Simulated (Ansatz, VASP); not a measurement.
Two plane-wave programs on P

```xyz
4
Lattice="2.6309 0.0000 0.0000 -1.3154 2.2784 0.0000 0.0000 0.0000 9.8232" Properties=species:S:1:pos:R:3 pbc="T T T"
P    -1.3154    2.2784    0.0000
P    -1.3154    2.2784    4.9116
P     0.0000    1.5189    2.4558
P     1.3154    0.7595    7.3674
```

Alike in both runs: functional PBE; k mesh 13 × 13 × 4; occupations fermi-dirac, width 0.1 eV; no spin polarisation.

Ansatz relaxed the structure, and its values are those at the end. VASP's run is a single point on that final structure, the one shown.

|  | VASP | Ansatz |
| --- | --- | --- |
| version | VASP 6.6.1 | Ansatz 0.2.0 |
| potentials or method | VASP PAW PBE potentials, release 64 (P), cutoff 520 eV | plane waves (420 eV) with PAW, scalar-relativistic |
| valence electrons in the cell | 20 | 20 |

|  | VASP | Ansatz | Ansatz less VASP |
| --- | --- | --- | --- |
| pressure (GPa) | -0.2 | 0.0 | +0.17 |
